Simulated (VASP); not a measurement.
Here is a VASP 6.6.1 calculation.

The input INCAR:

```
ALGO = Normal ; EDIFF = 1E-6
ENCUT = 520 ; GGA = PE
ISIF = 2 ; ISMEAR = -1
LASPH = True ; LCHARG = True
LELF = True ; LREAL = False
LVHAR = True ; LWAVE = False
NBANDS = 18 ; NELM = 100
PREC = Accurate ; SIGMA = 0.08
```

KPOINTS

```
k-points
0
Gamma
  13 13 7
```

The input POSCAR:

```
La
1.0
    3.1048017660      0.0000000000      0.0000000000
   -1.5524008830      2.6888372031      0.0000000000
    0.0000000000      0.0000000000      5.2360019098
La
2
Direct
    0.3333333333      0.6666666667      0.2500000000
    0.6666666667      0.3333333333      0.7500000000
```

Potentials or basis: VASP PAW PBE potentials, release 64 (La).

The run is started by

```sh
$ cat potpaw_PBE.64/La/POTCAR > POTCAR
$ mpirun -np 1 vasp_std > vasp.out
```

(1) What does it give for the band gap on the k mesh?

(2) Predict the pressure.

Results:

(1) zero (bands 11 and 12 overlap by 2.45 eV).

(2) 29.1 GPa.

Caveat: the cell stands under pressure; spin-orbit coupling is left out, which moves the levels of the heavy elements.
